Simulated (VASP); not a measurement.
# SnO2 (P2_12_12) in VASP: notebook, part 2 of 2

VASP 6.6.1. Earlier steps stand in the parts before.

### Step 4. Single point, LDA (mode 4 frozen in at -0.598 Å and mode 5 at -0.042 Å (largest displacements))

Contents of INCAR:

```
SYSTEM = SnO2
PREC     = Accurate       ! precision mode
ENCUT    = 520            ! plane-wave cutoff, eV
EDIFF    = 1E-7           ! SCF threshold, eV
ISMEAR   = 0              ! smearing method
SIGMA    = 0.05           ! smearing width, eV
LREAL    = .FALSE.        ! projectors in reciprocal space
LASPH    = .TRUE.         ! aspherical terms in the spheres
NELM     = 100            ! most SCF steps
ALGO     = Normal         ! electronic algorithm
ISIF     = 2              ! what is computed and relaxed
LWAVE    = .FALSE.        ! write WAVECAR
LCHARG   = .TRUE.         ! write CHGCAR
LELF     = .TRUE.         ! ELF
LVHAR    = .TRUE.       
NBANDS   = 35             ! bands
```

Contents of KPOINTS:

```
regular mesh
0
G
  6 6 8
  0 0 0
```

Contents of POSCAR:

```
SnO2
1.0
    4.7207174017      0.0000000000      0.0000000000
    0.0000000000      4.7207174017      0.0000000000
    0.0000000000      0.0000000000      3.1887553105
Sn O
2 4
Direct
    0.0000000000      0.0000000000     -0.0131712834
    0.5000000000      0.5000000000      0.5131712834
    0.2165333303      0.3956797689      0.0076632694
    0.2834666697      0.8956797689      0.4923367306
    0.7834666697      0.6043202311      0.0076632694
    0.7165333303      0.1043202311      0.4923367306
```

The run is started by

```sh
$ cat potpaw_LDA.64/Sn_d/POTCAR potpaw_LDA.64/O/POTCAR > POTCAR
$ mpirun -np 1 vasp_std > vasp.out
```

Wall time 83 s (1 thread of Intel Xeon Platinum 8488C (Sapphire Rapids), shared host); peak memory 0.26 GiB.

It converged, with:

```yaml
Free_energy: -40.7582 eV
Pressure: -8.8 GPa
Largest_force: 2.427 eV/Å
Band_gap_on_the_k_mesh: 0.45 eV, indirect (least direct gap 0.48 eV)
```

Forces on the atoms (eV/Å):
```
Sn   0.000  0.000  0.273
Sn   0.000  0.000 -0.273
O    2.269 -0.859 -0.077
O   -2.269 -0.859  0.077
O   -2.269  0.859 -0.077
O    2.269  0.859  0.077
```

Stress tensor (GPa, compression positive):
```
 -5.72   0.00   0.00
  0.00  -8.52   0.00
  0.00   0.00 -12.12
```

Levels at points of the mesh, in eV from the valence-band top:
```tsv
k point	band 23	band 24	band 25	band 26	band 27	band 28	band 29	band 30
(0.00, 0.00, 0.00)	-1.06	-1.03	-0.33	-0.03	0.45	4.35	5.90	6.28
(0.50, 0.00, 0.00)	-1.48	-1.48	-0.77	-0.77	2.78	2.78	5.38	5.38
(0.00, 0.50, 0.00)	-1.28	-1.28	-0.53	-0.53	3.42	3.42	7.14	7.14
(0.50, 0.50, 0.00)	-1.79	-1.79	-0.48	-0.48	3.86	3.86	5.77	5.77
(0.00, 0.00, 0.50)	-2.29	-2.14	-0.15	-0.14	3.94	4.10	7.61	7.79
(0.50, 0.00, 0.50)	-1.84	-1.84	-0.78	-0.78	4.60	4.60	7.06	7.06
(0.00, 0.50, 0.50)	-1.58	-1.58	0.00	0.00	4.12	4.12	5.79	5.79
(0.50, 0.50, 0.50)	-1.81	-1.81	-0.57	-0.57	3.71	3.71	7.74	7.74
```

Caveat: the cell differs from its parent crystal (mode 4 frozen in at -0.598 Å and mode 5 at -0.042 Å (largest displacements)); spin-orbit coupling is left out, which moves the levels of the heavy elements; forces of over 1 eV/Å act on the atoms, so gaps and moduli don't describe the material at rest. A k mesh can miss the band edges.

### Step 5. Single point, LDA (mode 4 frozen in at -0.359 Å and mode 5 at -0.042 Å (largest displacements))

Contents of INCAR:

```
  ALGO = Normal
  EDIFF = 1E-6
  ENCUT = 520
  GGA = CA
  ISIF = 2
  ISMEAR = 0
  LASPH = True
  LCHARG = False
  LREAL = False
  LWAVE = False
  NBANDS = 35
  NELM = 80
  PREC = Accurate
  SIGMA = 0.05
```

Contents of KPOINTS:

```
k-points
0
Gamma
  6 6 8
```

Contents of POSCAR:

```
SnO2
1.0
    4.7207174017      0.0000000000      0.0000000000
    0.0000000000      4.7207174017      0.0000000000
    0.0000000000      0.0000000000      3.1887553105
Sn O
2 4
Direct
    0.0000000000      0.0000000000     -0.0131712834
    0.5000000000      0.5000000000      0.5131712834
    0.2523626180      0.3598504812      0.0076632694
    0.2476373820      0.8598504812      0.4923367306
    0.7476373820      0.6401495188      0.0076632694
    0.7523626180      0.1401495188      0.4923367306
```

Potentials or basis: VASP PAW LDA potentials, release 64 (Sn_d, O).

The run is started by

```sh
$ cat potpaw_LDA.64/Sn_d/POTCAR potpaw_LDA.64/O/POTCAR > POTCAR
$ mpirun -np 1 vasp_std > vasp.out
```

OUTCAR:

```text
EDIFF = 1E-6
   ENCUT = 520
   GGA = CA
   ISIF = 2
   ISMEAR = 0
   LASPH = True
   LREAL = False
   NELM = 80
   PREC = Accurate

 ion  position               nearest neighbor table
   1  0.000  0.000  0.987-   4 2.07   6 2.07   5 2.08   3 2.08   4 2.10   6 2.10   2 3.66   2 3.66
                             2 3.66   2 3.66   2 3.74   2 3.74   2 3.74   2 3.74
   2  0.500  0.500  0.513-   3 2.07   5 2.07   4 2.08   6 2.08   3 2.10   5 2.10   1 3.66   1 3.66
[... 1126 lines left out ...]
  -------------------------------------------------------------------------------------
  Total       -2.4937580     -1.3040852     -2.0944415      0.0000000      0.0000000      0.0000000
  in kB      -56.2247707    -29.4021681    -47.2216990      0.0000000      0.0000000      0.0000000
  external PRESSURE =     -44.2828793 kB  Pullay stress =       0.0000000 kB

 VOLUME and BASIS-vectors are now :
 -----------------------------------------------------------------------------
  energy-cutoff  :      520.00
  volume of cell :       71.06
      direct lattice vectors                 reciprocal lattice vectors
     4.720717402  0.000000000  0.000000000     0.211832210  0.000000000  0.000000000
     0.000000000  4.720717402  0.000000000     0.000000000  0.211832210  0.000000000
     0.000000000  0.000000000  3.188755310     0.000000000  0.000000000  0.313601987

 POSITION                                       TOTAL-FORCE (eV/Angst)
 -----------------------------------------------------------------------------------
      0.00000      0.00000      3.14676         0.000000      0.000000      0.351135
      2.36036      2.36036      1.63638         0.000000      0.000000     -0.351135
      1.19133      1.69875      0.02444         0.631899     -0.210174     -0.047453
      1.16903      4.05911      1.56994        -0.631899     -0.210174      0.047453
      3.52938      3.02196      0.02444        -0.631899      0.210174     -0.047453
      3.55169      0.66161      1.56994         0.631899      0.210174      0.047453
 -----------------------------------------------------------------------------------
    total drift:                                0.000000      0.000000      0.000000

  FREE ENERGIE OF THE ION-ELECTRON SYSTEM (eV)
  ---------------------------------------------------
  free  energy   TOTEN  =       -41.9761894464 eV

  energy  without entropy=      -41.9761894464  energy(sigma->0) =      -41.97618945
```

OSZICAR:

```text
N       E                     dE             d eps       ncg     rms          rms(c)
DAV:   1     0.625891626480E+03    0.62589E+03   -0.25506E+04  6214   0.233E+03
DAV:   2     0.531569740705E+02   -0.57273E+03   -0.53994E+03  6022   0.610E+02
DAV:   3    -0.429441630508E+02   -0.96101E+02   -0.94254E+02  6112   0.208E+02
DAV:   4    -0.478911197144E+02   -0.49470E+01   -0.49105E+01  7089   0.510E+01
DAV:   5    -0.480222516017E+02   -0.13113E+00   -0.13094E+00  7073   0.873E+00    0.154E+01
DAV:   6    -0.420570517272E+02    0.59652E+01   -0.16824E+01  8977   0.650E+01    0.625E+00
DAV:   7    -0.420724489134E+02   -0.15397E-01   -0.19441E+00  6178   0.797E+00    0.311E+00
DAV:   8    -0.419910220202E+02    0.81427E-01   -0.23080E-01  8476   0.403E+00    0.727E-01
DAV:   9    -0.419760315692E+02    0.14990E-01   -0.33112E-02  9248   0.282E+00    0.123E-01
DAV:  10    -0.419761929025E+02   -0.16133E-03   -0.36972E-03  8059   0.554E-01    0.566E-02
DAV:  11    -0.419761903991E+02    0.25034E-05   -0.21537E-04  9083   0.187E-01    0.247E-02
DAV:  12    -0.419761916544E+02   -0.12553E-05   -0.18675E-05  6321   0.318E-02    0.164E-02
DAV:  13    -0.419761893962E+02    0.22582E-05   -0.10524E-05  7296   0.376E-02    0.123E-03
DAV:  14    -0.419761894464E+02   -0.50186E-07   -0.93208E-07  3475   0.837E-03
   1 F= -.41976189E+02 E0= -.41976189E+02  d E =-.541723E-21
```

stdout:

```text
POSCAR found type information on POSCAR SnO
 POSCAR found :  2 types and       6 ions
 scaLAPACK will be used
 LDA part: xc-table for (Slater(with rela. corr.)+CA(PZ))
 , standard interpolation
 POSCAR, INCAR and KPOINTS ok, starting setup
 FFT: planning ... GRIDC
 FFT: planning ... GRID_SOFT
 FFT: planning ... GRID
 WAVECAR not read
 entering main loop
```

Run time: 7.6 min. Hardware: 1 thread of AMD EPYC 7R13, shared host; peak memory 0.23 GiB.

What came out:

* Free energy: -41.9762 eV
* Pressure: -4.4 GPa
* Largest force: 0.668 eV/Å
* Band gap on the k mesh: 1.38 eV, indirect (least direct gap 1.50 eV)

Forces in eV/Å, atoms in the order of the input:
```
Sn   0.000  0.000  0.351
Sn   0.000  0.000 -0.351
O    0.632 -0.210 -0.047
O   -0.632 -0.210  0.047
O   -0.632  0.210 -0.047
O    0.632  0.210  0.047
```

Caveat: the cell differs from its parent crystal (mode 4 frozen in at -0.359 Å and mode 5 at -0.042 Å (largest displacements)); spin-orbit coupling is left out, which moves the levels of the heavy elements.
